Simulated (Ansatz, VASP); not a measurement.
Mg: VASP beside Ansatz

```
CELL_PARAMETERS angstrom
-2.20242 1.81245 1.61455
1.81245 -2.20242 1.61455
4.06505 4.06505 -2.32878
ATOMIC_POSITIONS crystal
Mg 0.95841 0.04159 0.00000
Mg 0.79159 0.20841 0.50000
```

Alike in both runs: task single point; functional revPBE; k mesh 21 × 21 × 10; occupations fermi-dirac, width 0.1 eV; no spin polarisation.

|  | VASP | Ansatz |
| --- | --- | --- |
| version | VASP 6.6.1 | Ansatz 0.2.0 |
| potentials or method | VASP PAW PBE potentials, release 64 (Mg), cutoff 520 eV | plane waves (420 eV) with PAW, scalar-relativistic |
| valence electrons in the cell | 4 | 20 |

|  | VASP | Ansatz | Ansatz less VASP |
| --- | --- | --- | --- |
| pressure (GPa) | -1.4 | -1.2 | +0.18 |
| traceless stress, the component that is largest in VASP (GPa) | 0.20 | 0.20 | +0.001 |

VASP's potentials were made for PBE, not for revPBE. VASP's potentials hold 4 valence electrons a cell and Ansatz's 20, so a difference there can come from the potentials and not from the codes.
